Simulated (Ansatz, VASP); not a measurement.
## C: VASP beside Ansatz

```
CELL_PARAMETERS angstrom
1.22805 -2.12706 0.00000
1.22805 2.12706 0.00000
0.00000 0.00000 7.17327
ATOMIC_POSITIONS crystal
C 0.08338 0.91662 0.75314
C 0.58338 0.41662 0.24686
C 0.91662 0.08338 0.24686
C 0.41662 0.58338 0.75314
```

Alike in both runs: task single point; functional r2SCAN; k mesh 6 × 6 × 2; occupations gaussian, width 0.1 eV; no spin polarisation.

|  | VASP | Ansatz |
| --- | --- | --- |
| version | VASP 6.6.1 | Ansatz 0.2.0 |
| potentials or method | VASP PAW PBE potentials, release 64 (C), cutoff 520 eV | scalar-relativistic, plane waves, PAW |
| valence electrons in the cell | 16 | 16 |

|  | VASP | Ansatz | Ansatz less VASP |
| --- | --- | --- | --- |
| gap on the k mesh at the Fermi level (eV) | 0.03 | 0.03 | 0.000 |
| least direct gap on the mesh (eV) | 0.03 | 0.03 | 0.000 |
| pressure (GPa) | 0.7 | 0.1 | -0.63 |
| traceless stress, the component that is largest in VASP (GPa) | -1.58 | -0.85 | +0.736 |
| rms of the force components (eV/Å) | 0.010 | 0.010 | -0.0001 |

VASP's potentials were made for PBE, not for r2SCAN. Atom by atom the forces differ by 0.000 eV/Å (rms over components). The functional is the same, so the differences come from potentials, cutoffs and numerics.

The k mesh is coarse, so the values compare programs but aren't converged.
